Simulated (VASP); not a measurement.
A run of VASP 6.6.1 is set up as follows.

Contents of INCAR:

```
SYSTEM = Na
PREC     = Accurate       ! precision mode
ENCUT    = 600            ! plane-wave cutoff, eV
EDIFF    = 1E-6           ! SCF threshold, eV
ISMEAR   = -1             ! smearing method
SIGMA    = 0.1            ! smearing width, eV
LREAL    = .FALSE.        ! projectors in reciprocal space
LASPH    = .TRUE.         ! aspherical terms in the spheres
NELM     = 80             ! most SCF steps
ALGO     = Normal         ! electronic algorithm
ISIF     = 3              ! what is computed and relaxed
LWAVE    = .FALSE.        ! write WAVECAR
LCHARG   = .FALSE.        ! write CHGCAR
IBRION   = 2              ! ionic algorithm
NSW      = 100            ! ionic steps
EDIFFG   = -0.002         ! ionic threshold
PSTRESS  = 10.0
```

Contents of KPOINTS:

```
regular mesh
0
G
  14 14 8
  0 0 0
```

File POSCAR:

```
Na
1.0
    3.6185680295      0.0000000000      0.0000000000
   -1.8092840147      3.1337718388      0.0000000000
    0.0000000000      0.0000000000      5.9092932138
Na
2
Direct
    0.3333333333      0.6666666667      0.2500000000
    0.6666666667      0.3333333333      0.7500000000
```

Potentials or basis: VASP PAW LDA potentials, release 64 (Na_pv).

Run with:

```sh
$ cat potpaw_LDA.64/Na_pv/POTCAR > POTCAR
$ mpirun -np 1 vasp_std > vasp.out
```

Problem. What does it give for the band gap on the k mesh?

Solution. Zero (bands 7 and 8 overlap by 4.59 eV).

Problem. What does it give for the relaxed volume?

Solution. 30.49 Å³/atom.

Final structure:
```
CELL_PARAMETERS angstrom
3.50621 0.00000 0.00000
-1.75311 3.03647 0.00000
0.00000 0.00000 5.72783
ATOMIC_POSITIONS crystal
Na 0.33333 0.66667 0.25000
Na 0.66667 0.33333 0.75000
```

Caveat: the cell is relaxed towards a set pressure, so the run minimises the enthalpy, not the energy. LDA usually gives volumes a few per cent too small.
